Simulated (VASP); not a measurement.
# Ir2Pt: single point with PBE

The system is Ir2Pt.

```
Ir Pt
1.0
     5.23622    0.00000    0.00000
     0.00000    5.23622    0.00000
     0.00000    0.00000    4.46651
Ir Pt
4 2
Direct
  0.33024 0.33024 0.00000
  0.16976 0.83024 0.50000
  0.66976 0.66976 0.00000
  0.83024 0.16976 0.50000
  0.00000 0.00000 0.00000
  0.50000 0.50000 0.50000
```

```
Program             : VASP 6.6.1
Task                : single point
Functional          : PBE
Potentials or basis : VASP PAW PBE potentials, release 64 (Ir, Pt)
Cutoff              : 520 eV
k mesh              : 4 × 4 × 6
Occupations         : gaussian, width 0.1 eV
Spin                : no spin polarisation
```

| Item | Value |
| --- | --- |
| Pressure | -0.1 GPa |
| Largest force | 0.062 eV/Å |
| Band gap on the k mesh | zero (bands 28 and 29 overlap by 0.27 eV) |

Forces on the atoms (eV/Å):
```
Ir  -0.044 -0.044  0.000
Ir   0.044 -0.044  0.000
Ir   0.044  0.044  0.000
Ir  -0.044  0.044  0.000
Pt   0.000  0.000  0.000
Pt   0.000  0.000  0.000
```

Stress tensor (GPa, compression positive):
```
 0.10  0.00  0.00
 0.00  0.10  0.00
 0.00  0.00 -0.58
```

Levels at points of the mesh, in eV from the Fermi level:
| k point | band 24 | band 25 | band 26 | band 27 | band 28 | band 29 | band 30 | band 31 | band 32 | band 33 |
| --- | --- | --- | --- | --- | --- | --- | --- | --- | --- | --- |
| (0.00, 0.00, 0.00) | -0.26 | -0.25 | -0.25 | -0.17 | 0.21 | 0.28 | 0.53 | 0.66 | 0.66 | 1.32 |
| (0.50, 0.00, 0.00) | -1.04 | -0.52 | -0.52 | -0.40 | -0.40 | 0.00 | 0.00 | 0.36 | 0.36 | 2.52 |
| (0.50, 0.50, 0.00) | -0.64 | -0.42 | -0.42 | -0.29 | -0.29 | -0.04 | -0.04 | 0.52 | 0.52 | 0.57 |
| (0.00, 0.00, 0.50) | -0.65 | -0.20 | -0.20 | -0.01 | -0.01 | 0.41 | 0.41 | 0.59 | 0.59 | 2.43 |
| (0.50, 0.00, 0.50) | -0.93 | -0.73 | -0.73 | 0.06 | 0.06 | 0.20 | 0.20 | 1.16 | 1.16 | 1.92 |
| (0.50, 0.50, 0.50) | -0.79 | -0.31 | -0.31 | -0.04 | -0.04 | 0.45 | 0.45 | 0.50 | 0.50 | 1.02 |

It took 56 s on 1 thread of Intel(R) Xeon(R) Platinum 8488C (Sapphire Rapids) (shared host), peak memory 0.28 GiB.

Caveat: spin-orbit coupling is left out, which moves the levels of the heavy elements.
